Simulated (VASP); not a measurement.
# FePt (P4/mmm) in VASP: further runs

Runs on FePt. Level: PBE. Tasks: single point.

Program: VASP 6.6.1. These are calculated values, not measurements. Logs are shortened: lines on timing, memory, paths and dates and some standing lists are left out, and cuts for length are marked.

### 1 The cell of the first run

The structure is tetragonal, space group P4/mmm (No. 123). Conventional cell: a = 2.616 Å, b = 2.616 Å, c = 3.606 Å, α = 90.00°, β = 90.00°, γ = 90.00°. Within 3.4 Å of Fe (site symmetry 4/mmm) lie 8 Pt at 2.58 Å and 4 Fe at 2.62 Å. Within 3.4 Å of Pt (site symmetry 4/mmm) lie 8 Fe at 2.58 Å and 4 Pt at 2.62 Å.

### 2 Single point, PBE, collinear spin, ferromagnetic start (12.34 Å³/atom)

The input, INCAR:

```
SYSTEM = FePt
PREC = Accurate ; ENCUT = 520
EDIFF = 1E-6 ; ISMEAR = 0
SIGMA = 0.1 ; LREAL = .FALSE.
LASPH = .TRUE. ; NELM = 150
ALGO = Normal ; ISIF = 2
LWAVE = .FALSE. ; LCHARG = .FALSE.
ISPIN = 2 ; MAGMOM = 3.28 0.42
LORBIT = 11 ; LMAXMIX = 4
GGA = PE ; NBANDS = 20
```

The input, KPOINTS:

```
Automatic mesh
0
G
  16 16 12
  0 0 0
```

The input, POSCAR:

```
FePt
1.0
    2.6162251635      0.0000000000      0.0000000000
    0.0000000000      2.6162251635      0.0000000000
    0.0000000000      0.0000000000      3.6058917788
Fe Pt
1 1
Direct
    0.0000000000      0.0000000000      0.0000000000
    0.5000000000      0.5000000000      0.5000000000
```

Potentials or basis: VASP PAW PBE potentials, release 64 (Fe, Pt).

On the command line:

```console
$ cat potpaw_PBE.64/Fe/POTCAR potpaw_PBE.64/Pt/POTCAR > POTCAR
$ mpirun -np 1 vasp_std > vasp.out
```

OUTCAR:

```text
SYSTEM = FePt
   PREC = Accurate
   ENCUT = 520
   EDIFF = 1E-6
   ISMEAR = 0
   LREAL = .FALSE.
   LASPH = .TRUE.
   NELM = 150
   ISIF = 2
   ISPIN = 2
   LORBIT = 11
   GGA = PE

 ion  position               nearest neighbor table
   1  0.000  0.000  0.000-   2 2.58   2 2.58   2 2.58   2 2.58   2 2.58   2 2.58   2 2.58   2 2.58

   2  0.500  0.500  0.500-   1 2.58   1 2.58   1 2.58   1 2.58   1 2.58   1 2.58   1 2.58   1 2.58

  LATTYP: Found a simple tetragonal cell.
 ALAT       =     2.6162251635
 C/A-ratio  =     1.3782803671

  Lattice vectors:

 A1 = (   2.6162251635,   0.0000000000,   0.0000000000)
 A2 = (   0.0000000000,   2.6162251635,   0.0000000000)
 A3 = (   0.0000000000,   0.0000000000,   3.6058917788)

Analysis of symmetry for initial positions (statically):
=====================================================================
 Subroutine PRICEL returns:
 Original cell was already a primitive cell.

 Routine SETGRP: Setting up the symmetry group for a
 simple tetragonal supercell.

 Subroutine GETGRP returns: Found 16 space group operations
 (whereof 16 operations were pure point group operations)
 out of a pool of 16 trial point group operations.

The static configuration has the point symmetry D_4h.

Analysis of symmetry for dynamics (positions and initial velocities):
=====================================================================
 Subroutine PRICEL returns:
 Original cell was already a primitive cell.

 Routine SETGRP: Setting up the symmetry group for a
 simple tetragonal supercell.

 Subroutine GETGRP returns: Found 16 space group operations
 (whereof 16 operations were pure point group operations)
 out of a pool of 16 trial point group operations.

The dynamic configuration has the point symmetry D_4h.

Analysis of structural, dynamic, and magnetic symmetry:
=====================================================================
 Subroutine PRICEL returns:
 Original cell was already a primitive cell.

 Routine SETGRP: Setting up the symmetry group for a
 simple tetragonal supercell.

 Subroutine GETGRP returns: Found 16 space group operations
 (whereof 16 operations were pure point group operations)
 out of a pool of 16 trial point group operations.

The overall configuration has the point symmetry D_4h.

 Subroutine INISYM returns: Found 16 space group operations
 (whereof 16 operations are pure point group operations),
 and found     1 'primitive' translations

----------------------------------------------------------------------------------------

                                     Primitive cell

  volume of cell :      24.6810

  direct lattice vectors                    reciprocal lattice vectors
     2.616225163  0.000000000  0.000000000     0.382230098  0.000000000  0.000000000
     0.000000000  2.616225163  0.000000000     0.000000000  0.382230098  0.000000000
     0.000000000  0.000000000  3.605891779     0.000000000  0.000000000  0.277323908

  length of vectors
     2.616225163  2.616225163  3.605891779     0.382230098  0.382230098  0.277323908

  position of ions in fractional coordinates (direct lattice)
     0.000000000  0.000000000  0.000000000
     0.500000000  0.500000000  0.500000000

  ion indices of the primitive-cell ions
   primitive index   ion index
                 1           1
                 2           2

----------------------------------------------------------------------------------------

 KPOINTS: Automatic mesh

Automatic generation of k-mesh.
 Grid dimensions read from file:
 generate k-points for:   16   16   12

 Generating k-lattice:

  Cartesian coordinates                     Fractional coordinates (reciprocal lattice)
     0.023889381  0.000000000  0.000000000     0.062500000  0.000000000  0.000000000
     0.000000000  0.023889381  0.000000000     0.000000000  0.062500000  0.000000000
     0.000000000  0.000000000  0.023110326     0.000000000  0.000000000  0.083333333

  Length of vectors
     0.023889381  0.023889381  0.023110326

  Shift w.r.t. Gamma in fractional coordinates (k-lattice)
     0.000000000  0.000000000  0.000000000

 Subroutine IBZKPT returns following result:
 ===========================================

 Found    315 irreducible k-points:

 Following reciprocal coordinates:
            Coordinates               Weight
  0.000000  0.000000  0.000000      1.000000
  0.062500  0.000000  0.000000      4.000000
  0.125000  0.000000  0.000000      4.000000
  0.187500  0.000000  0.000000      4.000000
  0.250000  0.000000  0.000000      4.000000
  0.312500  0.000000  0.000000      4.000000
[... 16 lines left out ...]
  0.437500  0.125000  0.000000      8.000000
  0.500000  0.125000  0.000000      4.000000
 [... further k-points ...]
   k-points           NKPTS =    315   k-points in BZ     NKDIM =    315   number of bands    NBANDS=     20
   number of dos      NEDOS =    301   number of ions     NIONS =      2
   total plane-waves  NPLWV =  11200
   dimension x,y,z NGX =    20 NGY =   20 NGZ =   28
   dimension x,y,z NGXF=    40 NGYF=   40 NGZF=   56
   ions per type =               1   1
   NGX,Y,Z   is equivalent  to a cutoff of  12.71, 12.71, 12.91 a.u.
   NGXF,Y,Z  is equivalent  to a cutoff of  25.42, 25.42, 25.82 a.u.
 SYSTEM =  FePt
   PREC   = accura    normal or accurate (medium, high low for compatibility)
   ISTART =      0    job   : 0-new  1-cont  2-samecut
   ICHARG =      2    charge: 1-file 2-atom 10-const
   ISPIN  =      2    spin polarized calculation?
   LNONCOLLINEAR =      F non collinear calculations
   LSORBIT =      F    spin-orbit coupling
   LASPH  =      T    aspherical Exc in radial PAW
   ENCUT  =  520.0 eV  38.22 Ry    6.18 a.u.   4.86  4.86  6.70*2*pi/ulx,y,z
   NELM   =    150;   NELMIN=  2; NELMDL= -5     # of ELM steps
   EDIFF  = 0.1E-05   stopping-criterion for ELM
   LREAL  =      F    real-space projection
[... 7 lines left out ...]
   TEBEG  =    0.0;   TEEND  =   0.0 temperature during run
   PSTRESS=    0.0 pullay stress
   NELECT =      18.0000    total number of electrons
   NUPDOWN=      -1.0000    fix difference up-down
   EMIN   =  10.00;   EMAX   =-10.00  energy-range for DOS
   EFERMI =   0.00;   METHOD = LEGACY
   ISMEAR =     0;   SIGMA  =   0.10  broadening in eV -4-tet -1-fermi 0-gaus
   EFERMI_NEDOS =   21; number of points for ismear=-14 and -15
   IALGO  =     38    algorithm
   IMIX   =      4    mixing-type and parameters
     AMIX     =   0.40;   BMIX     =  1.00
     AMIX_MAG =   1.60;   BMIX_MAG =  1.00
  volume/ion in A,a.u.               =      12.34        83.28
  Fermi-wavevector in a.u.,A,eV,Ry     =   1.473595  2.784690 29.544794  2.171481
  Thomas-Fermi vector in A             =   2.588469
   LORBIT       =     11    0 simple, 1 ext, 2 COOP (PROOUT), +10 PAW based schemes
   GGA     = PE    functional components
   LHFCALC =     F    Hartree Fock is set to
   AEXX    =    0.0000 exact exchange contribution
   IVDW    =     0    specifies the selected vdW correction
   LEPSILON=     F    determine dielectric tensor
   LRPA    =     F    only Hartree local field effects (RPA)
 spin polarized calculation
 Gauss-broadening in eV      SIGMA  =   0.10
  energy-cutoff  :      520.00
  volume of cell :       24.68
 maximum number of plane-waves:       684
 NGX is ok and might be reduce to    20
   NGX =  9   NGY =  9   NGZ = 13

 number of electron      17.9999999 magnetization       3.0643749

 Free energy of the ion-electron system (eV)
  ---------------------------------------------------
  ext. energy  EPLUGINS =         0.00000000
  ---------------------------------------------------
  free energy    TOTEN  =       -14.49100212 eV

  energy without entropy =      -14.48559431  energy(sigma->0) =      -14.48829822

 E-fermi :  10.3271     XC(G=0): -13.7137

 val. band max:       10.3181430991   @ k =   0.3750   0.2500   0.1667
 cond. band min:      10.3339681291   @ k =   0.3125   0.1875   0.3333
 fundamental gap:      0.0158250300
 Fermi energy:        10.3270744140

 spin component 1

 k-point     1 :       0.0000    0.0000    0.0000
  band No.  band energies     occupation
      1      -0.1904      1.00000
      2       3.0812      1.00000
      3       3.1868      1.00000
      4       6.6258      1.00000
      5       6.6258      1.00000
      6       7.2966      1.00000
[... 12 lines left out ...]
     19      32.7660      0.00000
     20      32.7660      0.00000

 k-point     2 :       0.0625    0.0000    0.0000
  band No.  band energies     occupation
      1      -0.0749      1.00000
      2       3.1453      1.00000
      3       3.2705      1.00000
      4       6.5654      1.00000
      5       6.6608      1.00000
      6       7.3294      1.00000
[... 498 lines left out ...]
 k-point    24 :       0.5000    0.1250    0.0000
  band No.  band energies     occupation
      1       3.9543      1.00000
      2       4.6118      1.00000
      3       4.9328      1.00000
      4       5.1388      1.00000
      5       6.0298      1.00000
      6       6.7268      1.00000
[... 12 lines left out ...]
     19      33.7171      0.00000
     20      34.8605      0.00000

 [... further k-points ...]

 spin component 2

 k-point     1 :       0.0000    0.0000    0.0000
  band No.  band energies     occupation
      1      -0.0494      1.00000
      2       3.5285      1.00000
      3       3.5958      1.00000
      4       7.6189      1.00000
      5       7.6189      1.00000
      6       9.2336      1.00000
[... 12 lines left out ...]
     19      32.8736      0.00000
     20      32.8736      0.00000

 k-point     2 :       0.0625    0.0000    0.0000
  band No.  band energies     occupation
      1       0.0669      1.00000
      2       3.5935      1.00000
      3       3.6809      1.00000
      4       7.4999      1.00000
      5       7.6528      1.00000
      6       9.2656      1.00000
[... 498 lines left out ...]
 k-point    24 :       0.5000    0.1250    0.0000
  band No.  band energies     occupation
      1       4.1214      1.00000
      2       4.9321      1.00000
      3       5.4439      1.00000
      4       5.4828      1.00000
      5       7.2132      1.00000
      6       7.9938      1.00000
[... 12 lines left out ...]
     19      34.3825      0.00000
     20      35.2272      0.00000

 [... further k-points ...]
[... 5 lines left out ...]
  --------------------------------------------------------------------------------------
  -------------------------------------------------------------------------------------
  Total        5.3634162      5.3634162      5.3675184      0.0000000      0.0000000     -0.0000000
  in kB      348.1682445    348.1682445    348.4345371      0.0000000      0.0000000     -0.0000000
  external PRESSURE =     348.2570087 kB  Pullay stress =       0.0000000 kB

 VOLUME and BASIS-vectors are now :
 -----------------------------------------------------------------------------
  energy-cutoff  :      520.00
  volume of cell :       24.68
      direct lattice vectors                 reciprocal lattice vectors
     2.616225163  0.000000000  0.000000000     0.382230098  0.000000000  0.000000000
     0.000000000  2.616225163  0.000000000     0.000000000  0.382230098  0.000000000
     0.000000000  0.000000000  3.605891779     0.000000000  0.000000000  0.277323908

 POSITION                                       TOTAL-FORCE (eV/Angst)
 -----------------------------------------------------------------------------------
      0.00000      0.00000      0.00000         0.000000      0.000000      0.000000
      1.30811      1.30811      1.80295         0.000000      0.000000      0.000000
 -----------------------------------------------------------------------------------
    total drift:                                0.000000      0.000000      0.000000

  FREE ENERGIE OF THE ION-ELECTRON SYSTEM (eV)
  ---------------------------------------------------
  free  energy   TOTEN  =       -14.4910021236 eV

  energy  without entropy=      -14.4855943116  energy(sigma->0) =      -14.48829822

 total charge

# of ion       s       p       d       tot
------------------------------------------
    1        0.453   0.551   6.244   7.248
    2        0.779   0.815   8.140   9.734
--------------------------------------------------
tot          1.232   1.366  14.384  16.982

 magnetization (x)

# of ion       s       p       d       tot
------------------------------------------
    1        0.002  -0.006   2.707   2.703
    2       -0.025  -0.071   0.411   0.316
--------------------------------------------------
tot         -0.023  -0.076   3.118   3.018
```

It took 1.9 min on 1 thread of Intel Xeon 6975P-C (Granite Rapids), shared host; peak memory 0.34 GiB.

What came out:

```
Free energy                                           : -14.4910 eV
Pressure                                              : 34.8 GPa
Net moment                                            : 3.06 μB per cell
Site moments                                          : Fe +2.70; Pt +0.32 μB
Valence electrons inside the program's atomic spheres : Fe 7.25; Pt 9.73
```

Caveat: the cell stands under pressure; spin-orbit coupling is left out, which moves the levels of the heavy elements.

### 3 Single point, PBE, collinear spin, ferromagnetic start (12.76 Å³/atom)

This run uses another cell than the first one, of 12.76 Å³/atom.

The input, INCAR:

```
SYSTEM = FePt
ALGO = Fast
EDIFF = 1E-6
ENCUT = 520
GGA = PE
ISIF = 2
ISMEAR = 0
ISPIN = 2
LASPH = .TRUE.
LCHARG = .TRUE.
LELF = .TRUE.
LMAXMIX = 4
LORBIT = 11
LREAL = .FALSE.
LVHAR = .TRUE.
LWAVE = .FALSE.
MAGMOM = 3.28 0.42
NBANDS = 20
NELM = 150
PREC = Accurate
SIGMA = 0.1
```

The input, KPOINTS:

```
k-points
0
G
  16 16 12
  0 0 0
```

The input, POSCAR:

```
FePt
1.0
    2.6443437166      0.0000000000      0.0000000000
    0.0000000000      2.6443437166      0.0000000000
    0.0000000000      0.0000000000      3.6499409289
Fe Pt
1 1
Direct
    0.0000000000      0.0000000000      0.0000000000
    0.5000000000      0.5000000000      0.5000000000
```

Potentials or basis: VASP PAW PBE potentials, release 64 (Fe, Pt).

On the command line:

```console
$ cat potpaw_PBE.64/Fe/POTCAR potpaw_PBE.64/Pt/POTCAR > POTCAR
$ mpirun -np 1 vasp_std > vasp.out
```

Run time: 2.1 min. Hardware: 1 thread of Intel Xeon 6975P-C (Granite Rapids), shared host; peak memory 0.35 GiB.

It converged, with:

* Free energy: -14.6438 eV
* Pressure: 23.4 GPa
* Net moment: 3.12 μB per cell
* Site moments: Fe +2.77; Pt +0.32 μB
* Valence electrons inside the program's atomic spheres: Fe 7.16; Pt 9.64

Levels at points of the mesh, in eV from the Fermi level:
Spin up:
```
           k point  band 7  band 8  band 9  band 10  band 11  band 12  band 13  band 14  band 15  band 16
(0.00, 0.00, 0.00)   -2.00   -1.86   -0.39    -0.17    -0.17     2.22    10.57    12.35    12.35    17.36
(0.50, 0.00, 0.00)   -2.93   -2.44   -2.02    -1.69     0.51     2.46    10.88    11.14    13.37    14.22
(0.50, 0.50, 0.00)   -0.33   -0.25   -0.25     0.83     1.74     1.74     8.57    11.17    11.19    12.84
(0.00, 0.00, 0.50)   -2.28   -2.28   -2.21    -2.21    -1.65    -0.79    15.98    16.30    17.01    17.01
(0.50, 0.00, 0.50)   -0.96   -0.68   -0.68    -0.62    -0.34    -0.22     5.42     7.61    16.34    16.76
(0.50, 0.50, 0.50)   -2.23   -1.88   -0.75     0.83     7.35     7.35     8.38     8.95     9.16     9.16
```
Spin down:
```csv
k point,band 5,band 6,band 7,band 8,band 9,band 10,band 11,band 12
"(0.00, 0.00, 0.00)",-2.58,-1.01,-0.74,0.54,1.81,1.84,1.84,2.41
"(0.50, 0.00, 0.00)",-2.71,-1.43,-1.42,-1.14,0.50,0.71,2.79,2.82
"(0.50, 0.50, 0.00)",1.19,1.40,1.75,1.87,1.88,1.88,1.91,1.91
"(0.00, 0.00, 0.50)",-2.02,-2.02,-1.69,-0.53,0.01,0.43,0.43,1.53
"(0.50, 0.00, 0.50)",-2.42,-0.62,-0.56,-0.52,1.07,1.60,1.70,1.77
"(0.50, 0.50, 0.50)",-1.61,-1.58,-1.58,0.71,1.20,1.88,8.06,8.06
```

Caveat: the cell stands under pressure; spin-orbit coupling is left out, which moves the levels of the heavy elements.
